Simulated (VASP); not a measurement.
# SnO2 in VASP: a series of runs, part 2 of 2

VASP 6.6.1.

## 4. Single point, PBE

This run uses another cell than the first one, of the same volume but with other edges.

Contents of INCAR:

```
SYSTEM = SnO2
PREC = Accurate
ENCUT = 520
EDIFF = 1E-7
ISMEAR = 0
SIGMA = 0.05
LREAL = .FALSE.
LASPH = .TRUE.
NELM = 80
ALGO = Normal
ISIF = 2
LWAVE = .FALSE.
LCHARG = .FALSE.
GGA = PE
NBANDS = 35
```

Contents of KPOINTS:

```
regular mesh
0
G
  6 6 8
  0 0 0
```

Contents of POSCAR:

```
SnO2
1.0
    4.7055908175      0.0000000000      0.0000000000
    0.0000000000      4.7056041355      0.0000000000
    0.0000000000      0.0000000000      3.4082594291
Sn O
2 4
Direct
    0.5000000000      0.5000000000      0.5000000000
    0.0000000000      0.0000000000      0.0000000000
    0.2772793161      0.2773372085      0.0000000000
    0.7772793161      0.2226627915      0.5000000000
    0.2227206839      0.7773372085      0.5000000000
    0.7227206839      0.7226627915      0.0000000000
```

Potentials or basis: VASP PAW PBE potentials, release 64 (Sn_d, O).

Started as:

```console
> cat potpaw_PBE.64/Sn_d/POTCAR potpaw_PBE.64/O/POTCAR > POTCAR
> mpirun -np 1 vasp_std > vasp.out
```

OUTCAR:

```text
SYSTEM = SnO2
   PREC = Accurate
   ENCUT = 520
   EDIFF = 1E-7
   ISMEAR = 0
   LREAL = .FALSE.
   LASPH = .TRUE.
   NELM = 80
   ISIF = 2
   GGA = PE

 ion  position               nearest neighbor table
   1  0.500  0.500  0.500-   4 1.85   5 1.85   3 2.26   6 2.26   3 2.26   6 2.26   2 3.74   2 3.74
                             2 3.74   2 3.74   2 3.74   2 3.74   2 3.74   2 3.74
   2  0.000  0.000  0.000-   3 1.85   6 1.85   5 2.26   4 2.26   4 2.26   5 2.26   1 3.74   1 3.74
                             1 3.74   1 3.74   1 3.74   1 3.74   1 3.74   1 3.74
   3  0.277  0.277  0.000-   2 1.85   1 2.26   1 2.26
   4  0.777  0.223  0.500-   1 1.85   2 2.26   2 2.26
   5  0.223  0.777  0.500-   1 1.85   2 2.26   2 2.26
   6  0.723  0.723  0.000-   2 1.85   1 2.26   1 2.26

  LATTYP: Found a simple tetragonal cell.
 ALAT       =     4.7055908175
 C/A-ratio  =     0.7243000000

  Lattice vectors:

 A1 = (   4.7055908175,   0.0000000000,   0.0000000000)
 A2 = (   0.0000000000,   4.7056041355,   0.0000000000)
 A3 = (   0.0000000000,   0.0000000000,   3.4082594291)

Analysis of symmetry for initial positions (statically):
=====================================================================
 Subroutine PRICEL returns:
 Original cell was already a primitive cell.

 Routine SETGRP: Setting up the symmetry group for a
 simple tetragonal supercell.

 Subroutine GETGRP returns: Found  8 space group operations
 (whereof  4 operations were pure point group operations)
 out of a pool of 16 trial point group operations.

The static configuration has the point symmetry C_2h.
 The point group associated with its full space group is D_2h.

Analysis of symmetry for dynamics (positions and initial velocities):
=====================================================================
 Subroutine PRICEL returns:
 Original cell was already a primitive cell.

[... 136 lines left out ...]
     AMIX_MAG =   1.60;   BMIX_MAG =  1.00
  volume/ion in A,a.u.               =      12.58        84.88
  Fermi-wavevector in a.u.,A,eV,Ry     =   1.445956  2.732461 28.446926  2.090790
  Thomas-Fermi vector in A             =   2.564080
   LORBIT       =      0    0 simple, 1 ext, 2 COOP (PROOUT), +10 PAW based schemes
   GGA     = PE    functional components
   LHFCALC =     F    Hartree Fock is set to
   AEXX    =    0.0000 exact exchange contribution
   IVDW    =     0    specifies the selected vdW correction
   LEPSILON=     F    determine dielectric tensor
   LRPA    =     F    only Hartree local field effects (RPA)
 non-spin polarized calculation
 Gauss-broadening in eV      SIGMA  =   0.05
  energy-cutoff  :      520.00
  volume of cell :       75.47
 maximum number of plane-waves:      2056
   NGX = 17   NGY = 17   NGZ = 13

 number of electron      51.9999983 magnetization

 Free energy of the ion-electron system (eV)
  ---------------------------------------------------
  ext. energy  EPLUGINS =         0.00000000
  ---------------------------------------------------
  free energy    TOTEN  =       -35.40102358 eV

  energy without entropy =      -35.40102358  energy(sigma->0) =      -35.40102358

 E-fermi :   5.7424     XC(G=0): -10.9924

 val. band max:        5.5218461795   @ k =   0.0000   0.0000   0.0000
 cond. band min:       6.1521159154   @ k =   0.0000   0.0000   0.0000
 fundamental gap:      0.6302697359
 Fermi energy:         5.7424391587

 k-point     1 :       0.0000    0.0000    0.0000
  band No.  band energies     occupation
      1     -16.0538      2.00000
      2     -15.5745      2.00000
      3     -14.7838      2.00000
      4     -14.7556      2.00000
      5     -14.7157      2.00000
      6     -14.7157      2.00000
[... 901 lines left out ...]
     34      17.5353      0.00000
     35      18.2259      0.00000

 [... further k-points ...]

------------------------ aborting loop because EDIFF is reached ----------------------------------------

  FORCE on cell =-STRESS in cart. coord.  units (eV):
  Direction    XX          YY          ZZ          XY          YZ          ZX
  --------------------------------------------------------------------------------------
  -------------------------------------------------------------------------------------
  Total        8.7467642      8.7536531     -3.3247365      0.0000000      0.0000000      0.0000000
  in kB      185.6931180    185.8393684    -70.5838960      0.0000000      0.0000000      0.0000000
  external PRESSURE =     100.3161968 kB  Pullay stress =       0.0000000 kB

 VOLUME and BASIS-vectors are now :
 -----------------------------------------------------------------------------
  energy-cutoff  :      520.00
  volume of cell :       75.47
      direct lattice vectors                 reciprocal lattice vectors
     4.705590818  0.000000000  0.000000000     0.212513165  0.000000000  0.000000000
     0.000000000  4.705604135  0.000000000     0.000000000  0.212512564  0.000000000
     0.000000000  0.000000000  3.408259429     0.000000000  0.000000000  0.293404895

 POSITION                                       TOTAL-FORCE (eV/Angst)
 -----------------------------------------------------------------------------------
      2.35280      2.35280      1.70413         0.000000     -0.000000      0.000000
      0.00000      0.00000      0.00000         0.000000     -0.000000      0.000000
      1.30476      1.30504      0.00000         3.135352      3.135428      0.000000
      3.65756      1.04776      1.70413         3.135352     -3.135428      0.000000
      1.04803      3.65784      1.70413        -3.135352      3.135428     -0.000000
      3.40083      3.40057      0.00000        -3.135352     -3.135428     -0.000000
 -----------------------------------------------------------------------------------
    total drift:                                0.000000      0.000000      0.000000

  FREE ENERGIE OF THE ION-ELECTRON SYSTEM (eV)
  ---------------------------------------------------
  free  energy   TOTEN  =       -35.4010235786 eV

  energy  without entropy=      -35.4010235786  energy(sigma->0) =      -35.40102358
```

stdout:

```text
POSCAR found type information on POSCAR SnO
 POSCAR found :  2 types and       6 ions
 scaLAPACK will be used
 LDA part: xc-table for (Slater+PW92), standard interpolation
 POSCAR, INCAR and KPOINTS ok, starting setup
 FFT: planning ... GRIDC
 FFT: planning ... GRID_SOFT
 FFT: planning ... GRID
 WAVECAR not read
 entering main loop
```

Run time: 70 s. Hardware: 1 thread of Intel Xeon 6975P-C (Granite Rapids), shared host; peak memory 0.29 GiB.

What came out:

```
Free energy            : -35.4010 eV
Pressure               : 10.0 GPa
Largest force          : 4.434 eV/Å
Band gap on the k mesh : 0.63 eV
```

Forces in eV/Å, atoms in the order of the input:
```
Sn   0.000  0.000  0.000
Sn   0.000  0.000  0.000
O    3.135  3.135  0.000
O    3.135 -3.135  0.000
O   -3.135  3.135  0.000
O   -3.135 -3.135  0.000
```

Caveat: the cell stands under pressure; spin-orbit coupling is left out, which moves the levels of the heavy elements; forces of over 1 eV/Å act on the atoms, so gaps and moduli don't describe the material at rest.

## 5. Overview

```tsv
cell	gap on the mesh (eV)	pressure (GPa)	largest force (eV/Å)
a = 4.880, b = 4.880, c = 3.168 Å, 6 atoms, atomic positions A	1.01	4.8	1.16
a = 4.729, b = 4.729, c = 3.375 Å, 6 atoms, atomic positions B	0.43	-0.7	1.14
a = 4.706, b = 4.706, c = 3.408 Å, 6 atoms, atomic positions C	0.63	10.0	4.43
```

Alike in all rows: task single point; level PBE; potentials or basis VASP PAW PBE potentials, release 64 (Sn_d, O); no spin polarisation; k mesh 6 × 6 × 8; cutoff (eV) 520; smearing gaussian 0.05 eV.

Caveats: spin-orbit coupling is left out, which moves the levels of the heavy elements; forces of over 1 eV/Å act on the atoms, so gaps and moduli don't describe the material at rest; the cell stands under pressure (at least some runs).

Absolute energies hang on the potentials; compare differences alone.
